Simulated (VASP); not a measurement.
Write the native input for VASP 6.6.1 that does the following.

```
Task                   : single point
Functional             : PBE
Potentials or basis    : VASP PAW PBE potentials, release 64 (Nb_sv, P)
Cutoff                 : 520 eV
k mesh                 : 10 × 10 × 4
Occupations            : gaussian, width 0.1 eV
Spin                   : no spin polarisation
Dipole correction      : no
Further INCAR settings : ALGO = Normal; EDIFF = 1e-06; NBANDS = 46
```

The structure of NbP lies in POSCAR:

```
NbP
1.0
    3.2801059073      0.0000000000      0.0000000000
    0.0000000000      3.3637820784      0.0000000000
    0.0000000000      0.0000000000     11.4851042928
Nb P
4 4
Direct
    0.5000000000      0.5000000000     -0.0003550605
    0.0000000000      0.5000000000      0.7500541567
    0.0000000000      0.0000000000      0.4996449395
    0.5000000000      0.0000000000      0.2500541567
    0.0000000000      0.0000000000      0.0825652160
    0.5000000000      0.0000000000      0.8329928378
    0.5000000000      0.5000000000      0.5825652160
    0.0000000000      0.5000000000      0.3329928378
```

This cell differs from its parent crystal: uniaxial strain along a: -2.0 %.

These files were run (other wordings do the same):

INCAR

```
PREC = Accurate
ENCUT = 520
EDIFF = 1E-6
ISMEAR = 0
SIGMA = 0.1
LREAL = False
LASPH = True
NELM = 100
ALGO = Normal
ISIF = 2
LWAVE = False
LCHARG = False
GGA = PE
NBANDS = 46
```

KPOINTS

```
regular mesh
0
Gamma
  10 10 4
```

Potentials or basis: VASP PAW PBE potentials, release 64 (Nb_sv, P).

Launch:

```console
$ cat potpaw_PBE.64/Nb_sv/POTCAR potpaw_PBE.64/P/POTCAR > POTCAR
$ mpirun -np 1 vasp_std > vasp.out
```

It gave:

```
Pressure               : 1.9 GPa
Largest force          : 0.077 eV/Å
Band gap on the k mesh : zero (band 36 reaches 10.91 eV, above the bottom of band 37 at 10.70 eV)
```

Caveat: the cell differs from its parent crystal (uniaxial strain along a: -2.0 %).

It took 25 min on 1 thread of AMD EPYC 7R13 (shared host), peak memory 0.52 GiB.
